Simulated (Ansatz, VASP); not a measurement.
**One calculation of MnO, two programs**

INCAR

```
  ALGO = Normal
  EDIFF = 1E-6
  ENCUT = 600
  GGA = PE
  GGA_COMPAT = F
  ISIF = 2
  ISMEAR = 0
  ISPIN = 2
  LASPH = T
  LCHARG = F
  LDAU = T
  LDAUJ = 0 0
  LDAUL = 2 -1
  LDAUPRINT = 1
  LDAUTYPE = 2
  LDAUU = 3.9 0
  LMAXMIX = 4
  LORBIT = 11
  LREAL = F
  LWAVE = F
  MAGMOM = 5 0
  NBANDS = 22
  NELM = 200
  PREC = Accurate
  SIGMA = 0.05
```

File KPOINTS:

```
k-points
0
Gamma
  12 12 12
```

Contents of POSCAR:

```
MnO
1.0
    0.0000000000      2.2293821140      2.2293821140
    2.2293821140      0.0000000000      2.2293821140
    2.2293821140      2.2293821140      0.0000000000
Mn O
1 1
Direct
    0.0000000000      0.0000000000      0.0000000000
    0.5000000000      0.5000000000      0.5000000000
```

Input for Ansatz:

```yaml
crystal:
  lattice:
    - [0.0, 2.229382114, 2.229382114]
    - [2.229382114, 0.0, 2.229382114]
    - [2.229382114, 2.229382114, 0.0]
  atoms:
    - { symbol: Mn, position: [0.0, 0.0, 0.0], spin: 5.0 }
    - { symbol: O, position: [0.5, 0.5, 0.5] }
basis:
  ecutwfc: 420
  ecutrho_ratio: 4
kpoints:
  mp_grid: { grid: [12, 12, 12] }
hamiltonian:
  xc: pbe
  hubbard: { sites: [{ species: Mn, l: d, u_eff: 3.9 }] }
scf:
  occupations: { method: gaussian, width: 0.05 }
  lower_state_search: "off"
output:
  forces: true
  stress: true
  eigenvalues: true
  populations: true
  hubbard: { sites: [{ species: Mn, l: d }] }
magnetization:
  spin_polarized: true
checkpoint:
  read: start.run
  write: ck
  compress: false
  write_wavefunctions: false
  write_every: 100000
```

Alike in both runs: task single point; functional PBE; k mesh 12 × 12 × 12; occupations gaussian, width 0.05 eV; collinear spin; Hubbard terms Mn d U = 3.9 eV.

|  | VASP | Ansatz |
| --- | --- | --- |
| version | VASP 6.6.1 | Ansatz 0.2.0 |
| potentials or method | VASP PAW PBE potentials, release 64 (Mn_sv, O), cutoff 600 eV | scalar-relativistic, plane waves, PAW |
| valence electrons in the cell | 21 | 21 |

Ansatz gave:

- gap on the k mesh at the Fermi level (eV): 0.11
- least direct gap on the mesh (eV): 2.52
- pressure (GPa): 7.8
- net moment per atom (μB): 2.50
- size of the moment on the site where the two differ most (μB): 4.28

Question: What did VASP give for the same quantities?

Answer: gap on the k mesh at the Fermi level (eV): 0.15; least direct gap on the mesh (eV): 2.65; pressure (GPa): 3.5; net moment per atom (μB): 2.50; size of the moment on the site where the two differ most (μB): 4.49.

Site moments also hang on the region over which each program counts them. The programs project onto different local orbitals, so the same U acts differently, and such runs can settle in different states. Ansatz's warnings: stability check not made.
